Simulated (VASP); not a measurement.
Input of a VASP 6.6.1 run:

The input INCAR:

```
SYSTEM = Ca2C
  PREC = Accurate
  ENCUT = 520
  EDIFF = 1E-7
  ISMEAR = 0
  SIGMA = 0.02
  LREAL = .False.
  LASPH = .True.
  NELM = 60
  ALGO = Normal
  ISIF = 2
  LWAVE = .False.
  LCHARG = .False.
  GGA = PE
  NBANDS = 60
```

KPOINTS

```
regular mesh
0
Gamma
  4 6 4
  0 0 0
```

POSCAR

```
Ca2C
1.0
    6.6483632042      0.0000000000      0.0000000000
    0.0000000000      4.3377473706      0.0000000000
    0.0000000000      0.0000000000      7.8518732981
Ca C
8 4
Direct
    0.3619154456      0.7500000000      0.0925453653
    0.6380845544      0.2500000000      0.9074546347
    0.8619154456      0.7500000000      0.4074546347
    0.1380845544      0.2500000000      0.5925453653
    0.0089649514      0.2500000000      0.1581979184
    0.9910350486      0.7500000000      0.8418020816
    0.5089649514      0.2500000000      0.3418020816
    0.4910350486      0.7500000000      0.6581979184
    0.7495347245      0.2500000000      0.5867843019
    0.2504652755      0.7500000000      0.4132156981
    0.2495347245      0.2500000000      0.9132156981
    0.7504652755      0.7500000000      0.0867843019
```

Potentials or basis: VASP PAW PBE potentials, release 64 (Ca_sv, C).

Launch:

```console
$ cat potpaw_PBE.64/Ca_sv/POTCAR potpaw_PBE.64/C/POTCAR > POTCAR
$ mpirun -np 1 vasp_std > vasp.out
```

Problem. What does it give for the pressure?

Solution. 1.7 GPa.

Problem. Estimate the largest force.

Solution. 0.018 eV/Å.

Problem. What does it give for the band gap on the k mesh?

Solution. 0.81 eV.

Forces in eV/Å, atoms in the order of the input:
```
Ca   0.002  0.000  0.001
Ca  -0.002  0.000 -0.001
Ca   0.002  0.000 -0.001
Ca  -0.002  0.000  0.001
Ca   0.001  0.000  0.018
Ca  -0.001  0.000 -0.018
Ca   0.001  0.000 -0.018
Ca  -0.001  0.000  0.018
C   -0.001  0.000  0.011
C    0.001  0.000 -0.011
C   -0.001  0.000 -0.011
C    0.001  0.000  0.011
```

A k mesh can miss the band edges.
